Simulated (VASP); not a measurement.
Here is a VASP 6.6.1 calculation.

Contents of INCAR:

```
SYSTEM = F
ALGO = Normal ; EDIFF = 1E-6
ENCUT = 520 ; GGA = PE
ISIF = 2 ; ISMEAR = 0
IVDW = 12 ; LASPH = .True.
LCHARG = .False. ; LREAL = .False.
LWAVE = .False. ; NBANDS = 22
NELM = 100 ; PREC = Accurate
SIGMA = 0.05
```

The input KPOINTS:

```
k-points
0
Gamma
  8 8 4
  0 0 0
```

Contents of POSCAR:

```
F
1.0
    2.8426880721     -1.7013162786      0.2999972135
    2.8426880721      1.7013162786      0.2999972135
   -0.8012596307      0.0000000000      6.4075783856
F
4
Direct
    0.9138648456      0.5855481450      0.0939279973
    0.4144518550      0.0861351544      0.4060720027
    0.0861351544      0.4144518550      0.9060720027
    0.5855481450      0.9138648456      0.5939279973
```

Potentials or basis: VASP PAW PBE potentials, release 64 (F).

Launch:

```sh
$ cat potpaw_PBE.64/F/POTCAR > POTCAR
$ mpirun -np 1 vasp_std > vasp.out
```

Problem. Predict the band gap on the k mesh.

Solution. 3.81 eV.

Problem. Predict the dispersion energy per atom.

Solution. -0.030 eV.

Stress tensor (GPa, compression positive):
```
-0.16  0.00 -2.63
 0.00  4.82  0.00
-2.63  0.00 20.21
```

Caveat: the cell stands under pressure; forces of over 1 eV/Å act on the atoms, so gaps and moduli don't describe the material at rest. A k mesh can miss the band edges.
